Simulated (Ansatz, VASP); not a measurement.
## CsSnI3: VASP beside Ansatz

```
CELL_PARAMETERS angstrom
4.27556 2.46849 3.61823
-4.27556 2.46849 3.61823
0.00000 -4.93699 3.61823
ATOMIC_POSITIONS crystal
I 0.50693 0.99874 0.50693
I 0.50693 0.50693 0.99874
I 0.99874 0.50693 0.50693
Cs 0.01000 0.01000 0.01000
Sn 0.53943 0.53943 0.53943
```

Alike in both runs: task relaxation of cell and atoms; functional r2SCAN; dispersion D3(BJ); k mesh 3 × 3 × 3; occupations gaussian, width 0.2181 eV; no spin polarisation.

|  | VASP | Ansatz |
| --- | --- | --- |
| version | VASP 6.6.1 | Ansatz 0.2.0 |
| potentials or method | VASP PAW PBE potentials, release 64 (I, Cs_sv, Sn_d), cutoff 600 eV | PAW plane waves |
| valence electrons in the cell | 44 | 74 |

```tsv
	VASP	Ansatz	Ansatz less VASP
gap on the k mesh at the Fermi level, each at its own relaxed structure (eV)	3.28	3.29	+0.002
relaxed volume (Å³/atom)	46.13	46.15	+0.022
relaxed length of the cell vector where the two differ most in proportion (Å)	6.133	6.134	+0.0010
```

VASP's potentials were made for PBE, not for r2SCAN. VASP's potentials hold 44 valence electrons a cell and Ansatz's 74, so a difference there can come from the potentials and not from the codes. Ansatz's warnings: dispersion damping borrowed, structure snapped to symmetry.

Spin-orbit coupling is off throughout.
